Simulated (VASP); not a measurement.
Write the native input for VASP 6.6.1 that does the following.

```
Task                               : single point
Functional                         : PBE-based screened hybrid with 25 % exact exchange
Potentials or basis                : VASP PAW PBE potentials, release 64 (Cu, F)
Cutoff                             : 520 eV
k mesh                             : 6 × 6 × 4
Occupations                        : fermi-dirac, width 0.05 eV
Spin                               : no spin polarisation
Dipole correction                  : no
Grid for exact exchange (PRECFOCK) : Normal
Share of exact exchange            : 0.25
Further INCAR settings             : ALGO = Normal; EDIFF = 1e-06; NBANDS = 16
Screening parameter                : 0.3 1/Å
```

CuF:

```
CELL_PARAMETERS angstrom
2.76624 0.00000 0.00000
0.00000 2.76624 0.00000
0.00000 0.00000 2.77027
ATOMIC_POSITIONS crystal
Cu 0.00000 0.00000 0.00000
F 0.50000 0.50000 0.50000
```

One way to write it, as run:

POSCAR

```
CuF
1.0
    2.7662369625      0.0000000000      0.0000000000
    0.0000000000      2.7662369625      0.0000000000
    0.0000000000      0.0000000000      2.7702732098
Cu F
1 1
Direct
    0.0000000000      0.0000000000      0.0000000000
    0.5000000000      0.5000000000      0.5000000000
```

INCAR.step1

```
PREC = Accurate
ENCUT = 520
EDIFF = 1E-5
ISMEAR = -1
SIGMA = 0.05
LREAL = False
LASPH = True
NELM = 80
ALGO = Normal
ISIF = 2
LWAVE = True
LCHARG = False
NBANDS = 16
GGA = PE
```

INCAR.step2

```
PREC = Accurate
ENCUT = 520
EDIFF = 1E-6
ISMEAR = -1
SIGMA = 0.05
LREAL = False
LASPH = True
NELM = 80
ALGO = Normal
ISIF = 2
LWAVE = False
LCHARG = False
GGA = PE
LHFCALC = True
AEXX = 0.25
HFSCREEN = 0.3
PRECFOCK = Normal
NBANDS = 16
ISTART = 1
```

KPOINTS

```
regular mesh
0
Gamma
  6 6 4
```

Potentials or basis: VASP PAW PBE potentials, release 64 (Cu, F).

Run with:

```bash
$ cat potpaw_PBE.64/Cu/POTCAR potpaw_PBE.64/F/POTCAR > POTCAR
$ cp INCAR.step1 INCAR
$ mpirun -np 1 vasp_std > vasp.out
$ cp INCAR.step2 INCAR
$ mpirun -np 1 vasp_std > vasp.out
```

It gave:

* Pressure: -0.3 GPa
* Band gap on the k mesh: zero (bands 9 and 10 overlap by 0.24 eV)

Caveat: the k points lie up to 0.57 Å⁻¹ apart; the PAW data sets were made with another functional, which shifts forces and pressure a little.

It took 19 min on 1 thread of Intel(R) Xeon(R) Platinum 8175M CPU @ 2.50GHz (Skylake/Cascade Lake), with other jobs on the host, peak memory 0.24 GiB.
